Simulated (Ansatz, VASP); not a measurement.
## Si8O in VASP and in Ansatz

File INCAR:

```
ALGO = Normal
DIPOL = 0.5 0.5 0.313
EDIFF = 1E-7
ENCUT = 520
GGA = PE
IDIPOL = 3
ISIF = 2
ISMEAR = 0
ISPIN = 2
IVDW = 12
LASPH = T
LCHARG = F
LDIPOL = T
LORBIT = 11
LREAL = F
LWAVE = F
MAGMOM = 0 0 0 0 0 0 0 0 2
NBANDS = 33
NELM = 150
PREC = Accurate
SIGMA = 0.05
```

Contents of KPOINTS:

```
k-points
0
Gamma
  7 4 1
```

POSCAR

```
Si8O
1.0
    3.8155170209      0.0000000000      0.0000000000
    0.0000000000      6.3129357835      0.0000000000
    0.0000000000      0.0000000000     21.3318711348
Si O
8 1
Direct
    0.0000000000      0.9369021389      0.1875128522
    0.0000000000      0.5630978611      0.1875128522
    0.5000000000      0.4369021389      0.2391466205
    0.5000000000      0.0630978611      0.2391466205
    0.5000000000      0.9332664455      0.3430438269
    0.5000000000      0.5667335545      0.3430438269
    0.0000000000      0.4266292811      0.3858954089
    0.0000000000      0.0733707189      0.3858954089
    0.5000000000      0.4266292811      0.5030909416
```

Input for Ansatz:

```yaml
crystal:
  lattice:
    - [3.8155170209, 0.0, 0.0]
    - [0.0, 6.3129357835, 0.0]
    - [0.0, 0.0, 21.3318711348]
  atoms:
    - { symbol: Si, position: [0.0, 0.9369021389, 0.1875128522] }
    - { symbol: Si, position: [0.0, 0.5630978611, 0.1875128522] }
    - { symbol: Si, position: [0.5, 0.4369021389, 0.2391466205] }
    - { symbol: Si, position: [0.5, 0.0630978611, 0.2391466205] }
    - { symbol: Si, position: [0.5, 0.9332664455, 0.3430438269] }
    - { symbol: Si, position: [0.5, 0.5667335545, 0.3430438269] }
    - { symbol: Si, position: [0.0, 0.4266292811, 0.3858954089] }
    - { symbol: Si, position: [0.0, 0.0733707189, 0.3858954089] }
    - { symbol: O, position: [0.5, 0.4266292811, 0.5030909416], spin: 2.0 }
basis:
  ecutwfc: 420
kpoints:
  mp_grid: { grid: [7, 4, 1] }
hamiltonian:
  xc: pbe
  pseudopotentials: { kind: paw, azcp: { folder: soft_1 } }
  dispersion: d3bj
scf:
  occupations: { method: gaussian, width: 0.05 }
output:
  forces: true
  eigenvalues: true
  populations: true
magnetization:
  spin_polarized: true
efield:
  axis: 3
  dipole_correction: true
  ramp_width: 0.04
```

Alike in both runs: task single point; functional PBE; dispersion D3(BJ); k mesh 7 × 4 × 1; occupations gaussian, width 0.05 eV; collinear spin.

|  | VASP | Ansatz |
| --- | --- | --- |
| version | VASP 6.6.1 | Ansatz 0.2.0 |
| potentials or method | VASP PAW PBE potentials, release 64 (Si, O), cutoff 520 eV | scalar-relativistic, plane waves, PAW |
| valence electrons in the cell | 38 | 38 |

Ansatz gave:

- gap on the k mesh at the Fermi level (eV): none
- rms of the force components (eV/Å): 0.398
- net moment per atom (μB): 0.18
- size of the moment on the site where the two differ most (μB): 1.55

Problem. Estimate VASP's values.

Solution. gap on the k mesh at the Fermi level (eV): none; rms of the force components (eV/Å): 0.398; net moment per atom (μB): 0.18; size of the moment on the site where the two differ most (μB): 1.24.

Site moments also hang on the region over which each program counts them. Atom by atom the forces differ by 0.002 eV/Å (rms over components). A gap of «none» marks a metal or a gap that the smearing closes.
